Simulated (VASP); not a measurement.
# SiC in VASP: a series of runs

SiC is run at these levels: r2SCAN; tasks: single point.

All numbers are computed with VASP 6.6.1; they aren't measurements. Logs are shortened: lines on timing, memory, paths and dates and some standing lists are left out, and cuts for length are marked.

## 1. The cell of the first run

Symmetry: F-43m, No. 216, cubic system. Conventional cell: a = 4.218 Å, b = 4.218 Å, c = 4.218 Å, α = 90.00°, β = 90.00°, γ = 90.00°. Within 2.4 Å of Si (site symmetry -43m) lie 4 C at 1.83 Å. C (site symmetry -43m) has 4 Si at 1.83 Å within 2.4 Å.

## 2. Single point, r2SCAN (strain -0.030 along x and y, -0.030 along z)

Input file POSCAR:

```
SiC
1.0
    0.0000000000      2.1087800000      2.1087800000
    2.1087800000      0.0000000000      2.1087800000
    2.1087800000      2.1087800000      0.0000000000
Si C
1 1
Direct
    0.0000000000      0.0000000000      0.0000000000
    0.7500000000      0.7500000000      0.7500000000
```

Input file INCAR.step1:

```
PREC = Accurate
ENCUT = 520
ISMEAR = 0
SIGMA = 0.05
LREAL = False
LASPH = True
NELM = 100
NBANDS = 11
GGA = PE
ALGO = Normal
EDIFF = 1E-4
LWAVE = True
LCHARG = False
```

Input file INCAR.step2:

```
PREC = Accurate
ENCUT = 520
EDIFF = 1E-6
ISMEAR = 0
SIGMA = 0.05
LREAL = False
LASPH = True
NELM = 100
ALGO = Normal
ISIF = 2
LWAVE = False
LCHARG = False
METAGGA = R2SCAN
LMIXTAU = True
NBANDS = 11
ISTART = 1
```

Input file KPOINTS:

```
Automatic mesh
0
Gamma
  12 12 12
```

Potentials or basis: VASP PAW PBE potentials, release 64 (Si, C).

Started as:

```console
$ cat potpaw_PBE.64/Si/POTCAR potpaw_PBE.64/C/POTCAR > POTCAR
$ cp INCAR.step1 INCAR
$ mpirun -np 1 vasp_std > vasp.out
$ cp INCAR.step2 INCAR
$ mpirun -np 1 vasp_std > vasp.out
```

OUTCAR:

```text
PREC = Accurate
   ENCUT = 520
   EDIFF = 1E-6
   ISMEAR = 0
   LREAL = False
   LASPH = True
   NELM = 100
   ISIF = 2
   METAGGA = R2SCAN
   ISTART = 1

 ion  position               nearest neighbor table
   1  0.000  0.000  0.000-   2 1.83   2 1.83   2 1.83   2 1.83
   2  0.750  0.750  0.750-   1 1.83   1 1.83   1 1.83   1 1.83

  LATTYP: Found a face centered cubic cell.
 ALAT       =     4.2175600000

  Lattice vectors:

 A1 = (   0.0000000000,   2.1087800000,   2.1087800000)
 A2 = (   2.1087800000,   0.0000000000,   2.1087800000)
 A3 = (   2.1087800000,   2.1087800000,   0.0000000000)

Analysis of symmetry for initial positions (statically):
=====================================================================
 Subroutine PRICEL returns:
 Original cell was already a primitive cell.

 Routine SETGRP: Setting up the symmetry group for a
 face centered cubic supercell.

 Subroutine GETGRP returns: Found 24 space group operations
 (whereof 24 operations were pure point group operations)
 out of a pool of 48 trial point group operations.

The static configuration has the point symmetry T_d .

Analysis of symmetry for dynamics (positions and initial velocities):
=====================================================================
 Subroutine PRICEL returns:
 Original cell was already a primitive cell.

 Routine SETGRP: Setting up the symmetry group for a
 face centered cubic supercell.

 Subroutine GETGRP returns: Found 24 space group operations
 (whereof 24 operations were pure point group operations)
 out of a pool of 48 trial point group operations.

The dynamic configuration has the point symmetry T_d .

 Subroutine INISYM returns: Found 24 space group operations
 (whereof 24 operations are pure point group operations),
 and found     1 'primitive' translations

----------------------------------------------------------------------------------------

                                     Primitive cell

  volume of cell :      18.7553

  direct lattice vectors                    reciprocal lattice vectors
     0.000000000  2.108780000  2.108780000    -0.237103918  0.237103918  0.237103918
     2.108780000  0.000000000  2.108780000     0.237103918 -0.237103918  0.237103918
     2.108780000  2.108780000  0.000000000     0.237103918  0.237103918 -0.237103918

  length of vectors
     2.982265276  2.982265276  2.982265276     0.410676032  0.410676032  0.410676032

  position of ions in fractional coordinates (direct lattice)
     0.000000000  0.000000000  0.000000000
     0.750000000  0.750000000  0.750000000

  ion indices of the primitive-cell ions
   primitive index   ion index
                 1           1
                 2           2

----------------------------------------------------------------------------------------

 KPOINTS: Automatic mesh

Automatic generation of k-mesh.
 Grid dimensions read from file:
 generate k-points for:   12   12   12

 Generating k-lattice:

  Cartesian coordinates                     Fractional coordinates (reciprocal lattice)
    -0.019758660  0.019758660  0.019758660     0.083333333  0.000000000  0.000000000
     0.019758660 -0.019758660  0.019758660     0.000000000  0.083333333  0.000000000
     0.019758660  0.019758660 -0.019758660     0.000000000  0.000000000  0.083333333

  Length of vectors
     0.034223003  0.034223003  0.034223003

  Shift w.r.t. Gamma in fractional coordinates (k-lattice)
     0.000000000  0.000000000  0.000000000

 Subroutine IBZKPT returns following result:
 ===========================================

 Found     72 irreducible k-points:

 Following reciprocal coordinates:
            Coordinates               Weight
  0.000000  0.000000  0.000000      1.000000
  0.083333  0.000000  0.000000      8.000000
  0.166667  0.000000  0.000000      8.000000
  0.250000  0.000000  0.000000      8.000000
  0.333333  0.000000  0.000000      8.000000
  0.416667  0.000000  0.000000      8.000000
[... 16 lines left out ...]
  0.500000  0.166667  0.000000     24.000000
 -0.416667  0.166667  0.000000     24.000000
 [... further k-points ...]
   k-points           NKPTS =     72   k-points in BZ     NKDIM =     72   number of bands    NBANDS=     11
   number of dos      NEDOS =    301   number of ions     NIONS =      2
   total plane-waves  NPLWV =  13824
   dimension x,y,z NGX =    24 NGY =   24 NGZ =   24
   dimension x,y,z NGXF=    48 NGYF=   48 NGZF=   48
   ions per type =               1   1
   NGX,Y,Z   is equivalent  to a cutoff of  13.38, 13.38, 13.38 a.u.
   NGXF,Y,Z  is equivalent  to a cutoff of  26.76, 26.76, 26.76 a.u.
 SYSTEM =  unknown system
   PREC   = accura    normal or accurate (medium, high low for compatibility)
   ISTART =      1    job   : 0-new  1-cont  2-samecut
   ICHARG =      0    charge: 1-file 2-atom 10-const
   ISPIN  =      1    spin polarized calculation?
   LNONCOLLINEAR =      F non collinear calculations
   LSORBIT =      F    spin-orbit coupling
   LASPH  =      T    aspherical Exc in radial PAW
   ENCUT  =  520.0 eV  38.22 Ry    6.18 a.u.   5.55  5.55  5.55*2*pi/ulx,y,z
   NELM   =    100;   NELMIN=  2; NELMDL=  0     # of ELM steps
   EDIFF  = 0.1E-05   stopping-criterion for ELM
   LREAL  =      F    real-space projection
   EDIFFG = 0.1E-04   stopping-criterion for IOM
   NSW    =      0    number of steps for IOM
   IBRION =     -1    ionic relax: 0-MD 1-quasi-New 2-CG
   NFREE  =      0    steps in history (QN), initial steepest desc. (CG)
   ISIF   =      2    stress and relaxation
   ISYM   =      2    0-nonsym 1-usesym 2-fastsym
   POTIM  = 0.5000    time-step for ionic-motion
   TEBEG  =    0.0;   TEEND  =   0.0 temperature during run
   PSTRESS=    0.0 pullay stress
   NELECT =       8.0000    total number of electrons
   NUPDOWN=      -1.0000    fix difference up-down
   EMIN   =  10.00;   EMAX   =-10.00  energy-range for DOS
   EFERMI =   0.00;   METHOD = LEGACY
   ISMEAR =     0;   SIGMA  =   0.05  broadening in eV -4-tet -1-fermi 0-gaus
   EFERMI_NEDOS =   21; number of points for ismear=-14 and -15
   IALGO  =     38    algorithm
   IMIX   =      4    mixing-type and parameters
     AMIX     =   0.40;   BMIX     =  1.00
     AMIX_MAG =   1.60;   BMIX_MAG =  1.00
  volume/ion in A,a.u.               =       9.38        63.28
  Fermi-wavevector in a.u.,A,eV,Ry     =   1.232339  2.328783 20.662618  1.518660
  Thomas-Fermi vector in A             =   2.367113
   LORBIT       =      0    0 simple, 1 ext, 2 COOP (PROOUT), +10 PAW based schemes
   METAGGA = R2SCAN    functional components
   LHFCALC =     F    Hartree Fock is set to
   AEXX    =    0.0000 exact exchange contribution
   IVDW    =     0    specifies the selected vdW correction
   LEPSILON=     F    determine dielectric tensor
   LRPA    =     F    only Hartree local field effects (RPA)
 non-spin polarized calculation
 Gauss-broadening in eV      SIGMA  =   0.05
  energy-cutoff  :      520.00
  volume of cell :       18.76
 maximum number of plane-waves:       532
 NGX is ok and might be reduce to    24
   NGX = 11   NGY = 11   NGZ = 11

 number of electron       7.9999999 magnetization

 Free energy of the ion-electron system (eV)
  ---------------------------------------------------
  ext. energy  EPLUGINS =         0.00000000
  ---------------------------------------------------
  free energy    TOTEN  =       -19.18236858 eV

  energy without entropy =      -19.18236858  energy(sigma->0) =      -19.18236858

 E-fermi :   9.4463     XC(G=0): -12.3806

 val. band max:        9.1161871792   @ k =   0.0000   0.0000   0.0000
 cond. band min:      10.7717726310   @ k =   0.5000   0.5000   0.0000
 fundamental gap:      1.6555854518
 Fermi energy:         9.4463086672

 k-point     1 :       0.0000    0.0000    0.0000
  band No.  band energies     occupation
      1      -7.8660      2.00000
      2       9.1162      2.00000
      3       9.1162      2.00000
      4       9.1162      2.00000
      5      17.2008      0.00000
      6      17.7364      0.00000
      7      17.7364      0.00000
      8      17.7364      0.00000
      9      24.9519      0.00000
     10      24.9519      0.00000
     11      28.3647      0.00000

 k-point     2 :       0.0833    0.0000    0.0000
  band No.  band energies     occupation
      1      -7.7141      2.00000
      2       8.3526      2.00000
      3       9.0159      2.00000
      4       9.0159      2.00000
      5      17.2762      0.00000
      6      17.9350      0.00000
      7      17.9350      0.00000
      8      18.0895      0.00000
      9      24.1531      0.00000
     10      24.1531      0.00000
     11      27.5952      0.00000

 k-point     3 :       0.1667    0.0000    0.0000
  band No.  band energies     occupation
      1      -7.2627      2.00000
      2       6.5785      2.00000
      3       8.7665      2.00000
      4       8.7665      2.00000
      5      16.9913      0.00000
      6      18.2974      0.00000
      7      18.2974      0.00000
      8      19.2217      0.00000
      9      23.3026      0.00000
     10      23.3026      0.00000
     11      26.7232      0.00000

 k-point     4 :       0.2500    0.0000    0.0000
  band No.  band energies     occupation
      1      -6.5281      2.00000
      2       4.4673      2.00000
      3       8.4719      2.00000
      4       8.4719      2.00000
      5      16.6244      0.00000
      6      18.2814      0.00000
      7      18.2814      0.00000
      8      20.2511      0.00000
      9      23.5792      0.00000
     10      23.5792      0.00000
     11      26.2925      0.00000
[... 239 lines left out ...]
 k-point    22 :       0.4167    0.1667    0.0000
  band No.  band energies     occupation
      1      -4.6991      2.00000
      2       2.0979      2.00000
      3       6.6564      2.00000
      4       7.1094      2.00000
      5      14.7290      0.00000
      6      18.4291      0.00000
      7      19.7467      0.00000
      8      20.3198      0.00000
      9      24.5403      0.00000
     10      28.5325      0.00000
     11      29.4295      0.00000

 k-point    23 :       0.5000    0.1667    0.0000
  band No.  band energies     occupation
      1      -3.7114      2.00000
      2       0.6199      2.00000
      3       6.1483      2.00000
      4       7.2057      2.00000
      5      14.7770      0.00000
      6      18.4355      0.00000
      7      19.1976      0.00000
      8      21.6007      0.00000
      9      25.0037      0.00000
     10      28.6466      0.00000
     11      29.8371      0.00000

 k-point    24 :      -0.4167    0.1667    0.0000
  band No.  band energies     occupation
      1      -3.5073      2.00000
      2       0.3501      2.00000
      3       5.7933      2.00000
      4       7.4775      2.00000
      5      15.1316      0.00000
      6      18.3612      0.00000
      7      18.8211      0.00000
      8      22.2281      0.00000
      9      25.8778      0.00000
     10      26.3932      0.00000
     11      29.6974      0.00000

 [... further k-points ...]
[... 5 lines left out ...]
  --------------------------------------------------------------------------------------
  -------------------------------------------------------------------------------------
  Total        3.0799443      3.0799443      3.0799443     -0.0000000      0.0000000     -0.0000000
  in kB      263.1053197    263.1053197    263.1053197     -0.0000000      0.0000000     -0.0000000
  external PRESSURE =     263.1053197 kB  Pullay stress =       0.0000000 kB

 VOLUME and BASIS-vectors are now :
 -----------------------------------------------------------------------------
  energy-cutoff  :      520.00
  volume of cell :       18.76
      direct lattice vectors                 reciprocal lattice vectors
     0.000000000  2.108780000  2.108780000    -0.237103918  0.237103918  0.237103918
     2.108780000  0.000000000  2.108780000     0.237103918 -0.237103918  0.237103918
     2.108780000  2.108780000  0.000000000     0.237103918  0.237103918 -0.237103918

 POSITION                                       TOTAL-FORCE (eV/Angst)
 -----------------------------------------------------------------------------------
      0.00000      0.00000      0.00000        -0.000000     -0.000000     -0.000000
      3.16317      3.16317      3.16317         0.000000      0.000000      0.000000
 -----------------------------------------------------------------------------------
    total drift:                                0.000000      0.000000      0.000000

  FREE ENERGIE OF THE ION-ELECTRON SYSTEM (eV)
  ---------------------------------------------------
  free  energy   TOTEN  =       -19.1823685806 eV

  energy  without entropy=      -19.1823685806  energy(sigma->0) =      -19.18236858
```

It took 71 s on 1 thread of AMD EPYC 7R43 (Zen 3), shared host; peak memory 0.11 GiB.

Results:

```yaml
Free_energy: -19.1824 eV
Pressure: 26.3 GPa
Band_gap_on_the_k_mesh: 1.66 eV, indirect (least direct gap 5.18 eV)
```

Caveat: the cell differs from its parent crystal (strain -0.030 along x and y, -0.030 along z); the PAW data sets were made with another functional, which shifts forces and pressure a little. A k mesh can miss the band edges.

(Continued in part 2 of 3.)
